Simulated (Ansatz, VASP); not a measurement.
## Two plane-wave programs on CoRu3

The input POSCAR:

```
CoRu3
1.0
    3.7050145469      0.0000000000      0.0000000000
    0.0000000000      3.7050145469      0.0000000000
    0.0000000000      0.0000000000      3.7050145469
Co Ru
1 3
Direct
    0.0000000000      0.0000000000      0.0000000000
    0.0000000000      0.5000000000      0.5000000000
    0.5000000000      0.0000000000      0.5000000000
    0.5000000000      0.5000000000      0.0000000000
```

INCAR.step1

```
ALGO = Normal ; EDIFF = 1E-4
ENCUT = 600 ; GGA = PE
ISMEAR = 0 ; LASPH = T
LCHARG = F ; LREAL = F
LWAVE = T ; NELM = 60
PREC = Accurate ; SIGMA = 0.1
```

Contents of INCAR.step2:

```
ALGO = Normal ; EDIFF = 1E-6
EDIFFG = -0.01 ; ENCUT = 600
IBRION = 2 ; ISIF = 3
ISMEAR = 0 ; ISTART = 1
LASPH = T ; LCHARG = F
LMIXTAU = T ; LREAL = F
LWAVE = F ; METAGGA = R2SCAN
NELM = 60 ; NSW = 100
PREC = Accurate ; SIGMA = 0.1
```

The input KPOINTS:

```
k-points
0
Gamma
  12 12 12
```

Input for Ansatz:

```yaml
crystal:
  lattice:
    - [3.7050145469, 0.0, 0.0]
    - [0.0, 3.7050145469, 0.0]
    - [0.0, 0.0, 3.7050145469]
  atoms:
    - { symbol: Co, position: [0.0, 0.0, 0.0] }
    - { symbol: Ru, position: [0.0, 0.5, 0.5] }
    - { symbol: Ru, position: [0.5, 0.0, 0.5] }
    - { symbol: Ru, position: [0.5, 0.5, 0.0] }
basis:
  ecutwfc: 500
kpoints:
  mp_grid: { grid: [12, 12, 12] }
hamiltonian:
  xc: r2scan
scf:
  occupations: { method: gaussian, width: 0.1 }
output:
  forces: true
  stress: true
  eigenvalues: true
relax:
  adjacent_minimum: "off"
  f_tol: 0.01
  max_steps: 80
  cell: { stress_tol: 0.05 }
```

Alike in both runs: task relaxation of cell and atoms; functional r2SCAN; k mesh 12 × 12 × 12; occupations gaussian, width 0.1 eV; no spin polarisation.

|  | VASP | Ansatz |
| --- | --- | --- |
| version | VASP 6.6.1 | Ansatz 0.2.0 |
| potentials or method | VASP PAW PBE potentials, release 64 (Co, Ru_pv), cutoff 600 eV | scalar-relativistic, plane waves, PAW |
| valence electrons in the cell | 51 | 65 |

|  | VASP | Ansatz | Ansatz less VASP |
| --- | --- | --- | --- |
| gap on the k mesh at the Fermi level, each at its own relaxed structure (eV) | none | none | - |
| relaxed volume (Å³/atom) | 12.76 | 12.71 | -0.047 |
| relaxed length of the cell vector where the two differ most in proportion (Å) | 3.709 | 3.705 | -0.0046 |

VASP's potentials were made for PBE, not for r2SCAN. A gap of «none» marks a metal or a gap that the smearing closes. VASP's potentials hold 51 valence electrons a cell and Ansatz's 65, so a difference there can come from the potentials and not from the codes.
